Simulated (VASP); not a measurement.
Runs of VASP 6.6.1 on Ba. The structure is that of space group I4/mmm (No. 139), or close to it. The cells are those of the table. 

| cell | further INCAR settings | gap on the mesh (eV) | pressure (GPa) |
| --- | --- | --- | --- |
| a = 4.102 Å, angles 111.8, 111.8, 104.9°, 1 atom | ALGO = Fast; EDIFF = 1e-06; NBANDS = 11 | none | (a) |
| a = 4.164 Å, angles 112.9, 112.9, 102.7°, 1 atom | ALGO = Fast; EDIFF = 1e-07; NBANDS = 11 | none | -0.1 |
| a = 4.337 Å, angles 106.3, 106.3, 115.9°, 1 atom | ALGO = Fast; EDIFF = 1e-06; NBANDS = 11 | none | -1.1 |
| a = 4.218 Å, angles 107.3, 107.3, 113.9°, 1 atom | ALGO = Fast; EDIFF = 1e-06; NBANDS = 11 | none | -0.6 |
| a = 4.337 Å, angles 112.8, 112.8, 103.0°, 1 atom | ALGO = Fast; EDIFF = 1e-07; NBANDS = 11 | none | -1.1 |

Alike in all rows: task single point; level LDA; potentials or basis VASP PAW LDA potentials, release 64 (Ba_sv); no spin polarisation; k mesh 14 × 14 × 14; cutoff (eV) 520; smearing gaussian 0.15 eV.

**Question.** Estimate the missing entries.

**Answer.** (a) 0.3.

Caveats: spin-orbit coupling is left out, which moves the levels of the heavy elements.

A k mesh can miss the band edges, and the runs leave out spin-orbit coupling on Ba.

A gap of «none» marks levels without a gap at the run's occupations.
